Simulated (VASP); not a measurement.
Here is a VASP 6.6.1 calculation.

INCAR

```
SYSTEM = Ir
  ALGO = Fast
  EDIFF = 1E-7
  ENCUT = 520
  GGA = PS
  GGA_COMPAT = .False.
  ISIF = 2
  ISMEAR = -1
  LASPH = .True.
  LCHARG = .True.
  LMAXMIX = 4
  LNONCOLLINEAR = .True.
  LORBIT = 11
  LORBMOM = .True.
  LREAL = .False.
  LSORBIT = .True.
  LVHAR = .True.
  LWAVE = .False.
  MAGMOM = 0 0 0
  NBANDS = 20
  NELM = 150
  PREC = Accurate
  SIGMA = 0.05
```

KPOINTS

```
k-points
0
Gamma
  9 9 9
  0 0 0
```

POSCAR

```
Ir
1.0
    0.0000000000      1.9156000000      1.9156000000
    1.9156000000      0.0000000000      1.9156000000
    1.9156000000      1.9156000000      0.0000000000
Ir
1
Direct
    0.0000000000      0.0000000000      0.0000000000
```

Potentials or basis: VASP PAW PBE potentials, release 64 (Ir).

Run with:

```console
$ cat potpaw_PBE.64/Ir/POTCAR > POTCAR
$ mpirun -np 1 vasp_ncl > vasp.out
```

(1) Predict the net moment.

(2) Predict the pressure.

Results:

(1) 0.00 μB per cell.

(2) 1.3 GPa.

Caveat: the PAW data sets were made with another functional, which shifts forces and pressure a little.
